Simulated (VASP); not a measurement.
# Ta4H3: single point with PBE

Crystal: Ta4H3.

```
CELL_PARAMETERS angstrom
5.61018 0.00000 0.00000
0.00000 5.61018 0.00000
0.00000 0.00000 2.83481
ATOMIC_POSITIONS crystal
Ta 0.74986 0.74986 0.50000
Ta 0.25014 0.25014 0.50000
Ta 0.74986 0.25014 0.50000
Ta 0.25014 0.74986 0.50000
H 0.00000 0.50000 0.49029
H 0.50000 0.00000 0.50971
H 0.50000 0.50000 0.00000
```

The cell was generated, and may not be a known phase.

```json
{
  "Program": "VASP 6.6.1",
  "Task": "single point",
  "Functional": "PBE",
  "Potentials or basis": "VASP PAW PBE potentials, release 64 (Ta_pv, H)",
  "Cutoff": "500 eV",
  "k mesh": "3 × 3 × 5",
  "Occupations": "gaussian, width 0.2 eV",
  "Spin": "no spin polarisation",
  "Dipole correction": "no",
  "Further INCAR settings": "ALGO = Normal; EDIFF = 1e-06; NBANDS = 32"
}
```

| Item | Value |
| --- | --- |
| Pressure | 0.1 GPa |
| Largest force | 0.019 eV/Å |
| Band gap on the k mesh | zero (an odd number of electrons rules out a gap without spin polarisation) |

Forces on the atoms (eV/Å):
```
Ta   0.006  0.006  0.000
Ta  -0.006 -0.006  0.000
Ta   0.006 -0.006  0.000
Ta  -0.006  0.006  0.000
H    0.000  0.000  0.019
H    0.000  0.000 -0.019
H    0.000  0.000  0.000
```

Stress tensor (GPa, compression positive):
```
 0.18  0.00  0.00
 0.00  0.18  0.00
 0.00  0.00 -0.19
```

Levels at points of the mesh, in eV from the Fermi level:
| k point | band 19 | band 20 | band 21 | band 22 | band 23 | band 24 | band 25 | band 26 | band 27 | band 28 |
| --- | --- | --- | --- | --- | --- | --- | --- | --- | --- | --- |
| (0.00, 0.00, 0.00) | -2.89 | -2.43 | -1.94 | -1.94 | -1.61 | 1.36 | 1.36 | 1.43 | 1.61 | 2.38 |

Run time: 46 s on 1 thread of Intel Xeon 8259CL, on a shared host, peak memory 0.2 GiB.

Caveat: the k points lie up to 0.44 Å⁻¹ apart, too coarse for converged energies and pressures of a metal; spin-orbit coupling is left out, which moves the levels of the heavy elements; an odd number of electrons without spin polarisation forces a metal; a magnetic or distorted state may lie lower.
